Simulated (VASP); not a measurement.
# Sn2Bi3O3 (P4/mmm) in VASP: single point with PBE

Aim: the single point of Sn2Bi3O3 with PBE.

Program: VASP 6.6.1. These are calculated values, not measurements. Logs are shortened: lines on timing, memory, paths and dates and some standing lists are left out, and cuts for length are marked.

## (1) The cell of the first run

It takes space group P4/mmm (No. 123, tetragonal). The conventional cell has a = 4.469 Å, b = 4.469 Å, c = 9.069 Å, α = 90.00°, β = 90.00°, γ = 90.00°. Within 3.9 Å of Sn (site symmetry 4mm) lie 1 Sn at 2.95 Å and 5 Bi at 3.06 to 3.23 Å and 8 O at 3.49 to 3.79 Å. Bi (site symmetry 4mm) has 1 O at 2.16 Å within 2.9 Å. Bi (site symmetry 4/mmm) has 4 O at 2.23 Å within 3.0 Å. Within 3.0 Å of O (site symmetry mmm) lie 2 Bi at 2.23 Å. O (site symmetry 4/mmm) has 2 Bi at 2.16 Å within 2.9 Å.

## (2) Single point, PBE

Input file INCAR:

```
SYSTEM = Sn2Bi3O3
ALGO = Normal ; EDIFF = 1E-7
ENCUT = 520 ; GGA = PE
ISIF = 2 ; ISMEAR = 0
LASPH = .TRUE. ; LCHARG = .FALSE.
LREAL = .FALSE. ; LWAVE = .FALSE.
NBANDS = 56 ; NELM = 80
PREC = Accurate ; SIGMA = 0.2
```

Input file KPOINTS:

```
k-points
0
G
  3 3 2
  0 0 0
```

Input file POSCAR:

```
Sn2Bi3O3
1.0
    4.4694232618      0.0000000000      0.0000000000
    0.0000000000      4.4694232618      0.0000000000
    0.0000000000      0.0000000000      9.0689731791
Sn Bi O
2 3 3
Direct
    0.0000000000      0.0000000000      0.1626506227
    0.0000000000      0.0000000000      0.8373493773
    0.5000000000      0.5000000000      0.7614109377
    0.5000000000      0.5000000000      0.2385890623
    0.0000000000      0.0000000000      0.5000000000
    0.0000000000      0.5000000000      0.5000000000
    0.5000000000      0.0000000000      0.5000000000
    0.5000000000      0.5000000000      0.0000000000
```

Potentials or basis: VASP PAW PBE potentials, release 64 (Sn_d, Bi_d, O).

The run is started by

```sh
$ cat potpaw_PBE.64/Sn_d/POTCAR potpaw_PBE.64/Bi_d/POTCAR potpaw_PBE.64/O/POTCAR > POTCAR
$ mpirun -np 1 vasp_std > vasp.out
```

OUTCAR:

```text
SYSTEM = Sn2Bi3O3
   EDIFF = 1E-7
   ENCUT = 520
   GGA = PE
   ISIF = 2
   ISMEAR = 0
   LASPH = .TRUE.
   LREAL = .FALSE.
   NELM = 80
   PREC = Accurate

 ion  position               nearest neighbor table
   1  0.000  0.000  0.163-   2 2.95   5 3.06   4 3.23   4 3.23   4 3.23   4 3.23
   2  0.000  0.000  0.837-   1 2.95   5 3.06   3 3.23   3 3.23   3 3.23   3 3.23
   3  0.500  0.500  0.761-   8 2.16   2 3.23   2 3.23   2 3.23   2 3.23
   4  0.500  0.500  0.239-   8 2.16   1 3.23   1 3.23   1 3.23   1 3.23
   5  0.000  0.000  0.500-   6 2.23   7 2.23   6 2.23   7 2.23   1 3.06   2 3.06
   6  0.000  0.500  0.500-   5 2.23   5 2.23
   7  0.500  0.000  0.500-   5 2.23   5 2.23
   8  0.500  0.500  0.000-   3 2.16   4 2.16

  LATTYP: Found a simple tetragonal cell.
 ALAT       =     4.4694232618
 C/A-ratio  =     2.0291148651

  Lattice vectors:

 A1 = (   4.4694232618,   0.0000000000,   0.0000000000)
 A2 = (   0.0000000000,   4.4694232618,   0.0000000000)
 A3 = (   0.0000000000,   0.0000000000,   9.0689731791)

Analysis of symmetry for initial positions (statically):
=====================================================================
 Subroutine PRICEL returns:
 Original cell was already a primitive cell.

 Routine SETGRP: Setting up the symmetry group for a
 simple tetragonal supercell.

 Subroutine GETGRP returns: Found 16 space group operations
 (whereof 16 operations were pure point group operations)
 out of a pool of 16 trial point group operations.

The static configuration has the point symmetry D_4h.

Analysis of symmetry for dynamics (positions and initial velocities):
=====================================================================
 Subroutine PRICEL returns:
 Original cell was already a primitive cell.

 Routine SETGRP: Setting up the symmetry group for a
 simple tetragonal supercell.

 Subroutine GETGRP returns: Found 16 space group operations
 (whereof 16 operations were pure point group operations)
 out of a pool of 16 trial point group operations.

The dynamic configuration has the point symmetry D_4h.

 Subroutine INISYM returns: Found 16 space group operations
 (whereof 16 operations are pure point group operations),
 and found     1 'primitive' translations

----------------------------------------------------------------------------------------

                                     Primitive cell

  volume of cell :     181.1595

  direct lattice vectors                    reciprocal lattice vectors
     4.469423262  0.000000000  0.000000000     0.223742515  0.000000000  0.000000000
     0.000000000  4.469423262  0.000000000     0.000000000  0.223742515  0.000000000
     0.000000000  0.000000000  9.068973179     0.000000000  0.000000000  0.110266067

  length of vectors
     4.469423262  4.469423262  9.068973179     0.223742515  0.223742515  0.110266067

  position of ions in fractional coordinates (direct lattice)
     0.000000000  0.000000000  0.162650623
     0.000000000  0.000000000  0.837349377
     0.500000000  0.500000000  0.761410938
     0.500000000  0.500000000  0.238589062
     0.000000000  0.000000000  0.500000000
     0.000000000  0.500000000  0.500000000
     0.500000000  0.000000000  0.500000000
     0.500000000  0.500000000  0.000000000

  ion indices of the primitive-cell ions
   primitive index   ion index
                 1           1
                 2           2
                 3           3
                 4           4
                 5           5
                 6           6
                 7           7
                 8           8

----------------------------------------------------------------------------------------

 KPOINTS: k-points

Automatic generation of k-mesh.
 Grid dimensions read from file:
 generate k-points for:    3    3    2

 Generating k-lattice:

  Cartesian coordinates                     Fractional coordinates (reciprocal lattice)
     0.074580838  0.000000000  0.000000000     0.333333333  0.000000000  0.000000000
     0.000000000  0.074580838  0.000000000     0.000000000  0.333333333  0.000000000
     0.000000000  0.000000000  0.055133033     0.000000000  0.000000000  0.500000000

  Length of vectors
     0.074580838  0.074580838  0.055133033

  Shift w.r.t. Gamma in fractional coordinates (k-lattice)
     0.000000000  0.000000000  0.000000000

 Subroutine IBZKPT returns following result:
 ===========================================

 Found      6 irreducible k-points:

 Following reciprocal coordinates:
            Coordinates               Weight
  0.000000  0.000000  0.000000      1.000000
  0.333333  0.000000  0.000000      4.000000
  0.333333  0.333333  0.000000      4.000000
  0.000000  0.000000  0.500000      1.000000
  0.333333  0.000000  0.500000      4.000000
  0.333333  0.333333  0.500000      4.000000
   k-points           NKPTS =      6   k-points in BZ     NKDIM =      6   number of bands    NBANDS=     56
   number of dos      NEDOS =    301   number of ions     NIONS =      8
   total plane-waves  NPLWV =  90720
   dimension x,y,z NGX =    36 NGY =   36 NGZ =   70
   dimension x,y,z NGXF=    72 NGYF=   72 NGZF=  140
   ions per type =               2   3   3
   NGX,Y,Z   is equivalent  to a cutoff of  13.39, 13.39, 12.83 a.u.
   NGXF,Y,Z  is equivalent  to a cutoff of  26.78, 26.78, 25.66 a.u.
 SYSTEM =  Sn2Bi3O3
   PREC   = accura    normal or accurate (medium, high low for compatibility)
   ISTART =      0    job   : 0-new  1-cont  2-samecut
   ICHARG =      2    charge: 1-file 2-atom 10-const
   ISPIN  =      1    spin polarized calculation?
   LNONCOLLINEAR =      F non collinear calculations
   LSORBIT =      F    spin-orbit coupling
   LASPH  =      T    aspherical Exc in radial PAW
   ENCUT  =  520.0 eV  38.22 Ry    6.18 a.u.   8.31  8.31 16.86*2*pi/ulx,y,z
   NELM   =     80;   NELMIN=  2; NELMDL= -5     # of ELM steps
   EDIFF  = 0.1E-06   stopping-criterion for ELM
   LREAL  =      F    real-space projection
   EDIFFG = 0.1E-05   stopping-criterion for IOM
   NSW    =      0    number of steps for IOM
   IBRION =     -1    ionic relax: 0-MD 1-quasi-New 2-CG
   NFREE  =      0    steps in history (QN), initial steepest desc. (CG)
   ISIF   =      2    stress and relaxation
   ISYM   =      2    0-nonsym 1-usesym 2-fastsym
   POTIM  = 0.5000    time-step for ionic-motion
   TEBEG  =    0.0;   TEEND  =   0.0 temperature during run
   PSTRESS=    0.0 pullay stress
   NELECT =      91.0000    total number of electrons
   NUPDOWN=      -1.0000    fix difference up-down
   EMIN   =  10.00;   EMAX   =-10.00  energy-range for DOS
   EFERMI =   0.00;   METHOD = LEGACY
   ISMEAR =     0;   SIGMA  =   0.20  broadening in eV -4-tet -1-fermi 0-gaus
   EFERMI_NEDOS =   21; number of points for ismear=-14 and -15
   IALGO  =     38    algorithm
   IMIX   =      4    mixing-type and parameters
     AMIX     =   0.40;   BMIX     =  1.00
     AMIX_MAG =   1.60;   BMIX_MAG =  1.00
  volume/ion in A,a.u.               =      22.64       152.82
  Fermi-wavevector in a.u.,A,eV,Ry     =   1.301372  2.459237 23.042421  1.693570
  Thomas-Fermi vector in A             =   2.432510
   LORBIT       =      0    0 simple, 1 ext, 2 COOP (PROOUT), +10 PAW based schemes
   GGA     = PE    functional components
   LHFCALC =     F    Hartree Fock is set to
   AEXX    =    0.0000 exact exchange contribution
   IVDW    =     0    specifies the selected vdW correction
   LEPSILON=     F    determine dielectric tensor
   LRPA    =     F    only Hartree local field effects (RPA)
 non-spin polarized calculation
 Gauss-broadening in eV      SIGMA  =   0.20
  energy-cutoff  :      520.00
  volume of cell :      181.16
 maximum number of plane-waves:      4901
 NGX is ok and might be reduce to    36
   NGX = 17   NGY = 17   NGZ = 33

 number of electron      90.9999996 magnetization

 Free energy of the ion-electron system (eV)
  ---------------------------------------------------
  ext. energy  EPLUGINS =         0.00000000
  ---------------------------------------------------
  free energy    TOTEN  =       -36.18972671 eV

  energy without entropy =      -36.07742022  energy(sigma->0) =      -36.13357346

 E-fermi :   6.0713     XC(G=0): -10.0115

 val. band max:        6.0222479487   @ k =   0.0000   0.0000   0.0000
 cond. band min:       6.1498961299   @ k =   0.3333   0.0000   0.5000
 fundamental gap:      0.1276481812
 Fermi energy:         6.0712785870

 k-point     1 :       0.0000    0.0000    0.0000
  band No.  band energies     occupation
      1     -16.9118      2.00000
      2     -16.7900      2.00000
      3     -16.7714      2.00000
      4     -16.7706      2.00000
      5     -16.7488      2.00000
      6     -16.7467      2.00000
[... 48 lines left out ...]
     55      11.4908      0.00000
     56      11.8535      0.00000

 k-point     2 :       0.3333    0.0000    0.0000
  band No.  band energies     occupation
      1     -16.9098      2.00000
      2     -16.7879      2.00000
      3     -16.7632      2.00000
      4     -16.7628      2.00000
      5     -16.7388      2.00000
      6     -16.7378      2.00000
[... 48 lines left out ...]
     55      11.6040      0.00000
     56      12.5686      0.00000

 k-point     3 :       0.3333    0.3333    0.0000
  band No.  band energies     occupation
      1     -16.9081      2.00000
      2     -16.7866      2.00000
      3     -16.7644      2.00000
      4     -16.7642      2.00000
      5     -16.7361      2.00000
      6     -16.7347      2.00000
[... 48 lines left out ...]
     55      11.5077      0.00000
     56      12.2868      0.00000

 k-point     4 :       0.0000    0.0000    0.5000
  band No.  band energies     occupation
      1     -16.9094      2.00000
      2     -16.7926      2.00000
      3     -16.7710      2.00000
      4     -16.7710      2.00000
      5     -16.7484      2.00000
      6     -16.7470      2.00000
[... 48 lines left out ...]
     55      11.0572      0.00000
     56      11.5824      0.00000

 k-point     5 :       0.3333    0.0000    0.5000
  band No.  band energies     occupation
      1     -16.9079      2.00000
      2     -16.7899      2.00000
      3     -16.7636      2.00000
      4     -16.7625      2.00000
      5     -16.7383      2.00000
      6     -16.7383      2.00000
[... 48 lines left out ...]
     55      10.9924      0.00000
     56      12.5056      0.00000

 k-point     6 :       0.3333    0.3333    0.5000
  band No.  band energies     occupation
      1     -16.9062      2.00000
      2     -16.7885      2.00000
      3     -16.7647      2.00000
      4     -16.7640      2.00000
      5     -16.7349      2.00000
      6     -16.7342      2.00000
[... 48 lines left out ...]
     55      11.3877      0.00000
     56      12.1268      0.00000

------------------------ aborting loop because EDIFF is reached ----------------------------------------

  FORCE on cell =-STRESS in cart. coord.  units (eV):
  Direction    XX          YY          ZZ          XY          YZ          ZX
  --------------------------------------------------------------------------------------
  -------------------------------------------------------------------------------------
  Total        0.0059674      0.0059674      0.0887528      0.0000000      0.0000000      0.0000000
  in kB        0.0527754      0.0527754      0.7849308      0.0000000      0.0000000      0.0000000
  external PRESSURE =       0.2968272 kB  Pullay stress =       0.0000000 kB

 VOLUME and BASIS-vectors are now :
 -----------------------------------------------------------------------------
  energy-cutoff  :      520.00
  volume of cell :      181.16
      direct lattice vectors                 reciprocal lattice vectors
     4.469423262  0.000000000  0.000000000     0.223742515  0.000000000  0.000000000
     0.000000000  4.469423262  0.000000000     0.000000000  0.223742515  0.000000000
     0.000000000  0.000000000  9.068973179     0.000000000  0.000000000  0.110266067

 POSITION                                       TOTAL-FORCE (eV/Angst)
 -----------------------------------------------------------------------------------
      0.00000      0.00000      1.47507         0.000000      0.000000     -0.014743
      0.00000      0.00000      7.59390         0.000000      0.000000      0.014743
      2.23471      2.23471      6.90522        -0.000000      0.000000     -0.017057
      2.23471      2.23471      2.16376         0.000000     -0.000000      0.017057
      0.00000      0.00000      4.53449         0.000000      0.000000      0.000000
      0.00000      2.23471      4.53449         0.000000      0.000000      0.000000
      2.23471      0.00000      4.53449         0.000000      0.000000      0.000000
      2.23471      2.23471      0.00000         0.000000      0.000000      0.000000
 -----------------------------------------------------------------------------------
    total drift:                                0.000000      0.000000      0.000000

  FREE ENERGIE OF THE ION-ELECTRON SYSTEM (eV)
  ---------------------------------------------------
  free  energy   TOTEN  =       -36.1897267084 eV

  energy  without entropy=      -36.0774202203  energy(sigma->0) =      -36.13357346
```

Wall time 43 s (1 thread of Intel Xeon 6975P-C (Granite Rapids), shared host); peak memory 0.3 GiB.

Results:

| Property | Result |
| --- | --- |
| Free energy | -36.1897 eV |
| Pressure | 0.0 GPa |
| Largest force | 0.017 eV/Å |

Forces in eV/Å, atoms in the order of the input:
```
Sn   0.000  0.000 -0.015
Sn   0.000  0.000  0.015
Bi   0.000  0.000 -0.017
Bi   0.000  0.000  0.017
Bi   0.000  0.000  0.000
O    0.000  0.000  0.000
O    0.000  0.000  0.000
O    0.000  0.000  0.000
```

Levels at points of the mesh, in eV from the Fermi level:
```
           k point  band 42  band 43  band 44  band 45  band 46  band 47  band 48  band 49  band 50  band 51
(0.00, 0.00, 0.00)    -1.49    -1.20    -1.20    -0.06    -0.06    -0.05     1.29     1.79     3.82     4.25
(0.00, 0.00, 0.50)    -1.71    -0.73    -0.69    -0.69    -0.28    -0.28     2.98     3.41     4.02     4.08
```

Caveat: the k points lie up to 0.47 Å⁻¹ apart; spin-orbit coupling is left out, which moves the levels of the heavy elements; an odd number of electrons without spin polarisation forces a metal; a magnetic or distorted state may lie lower.
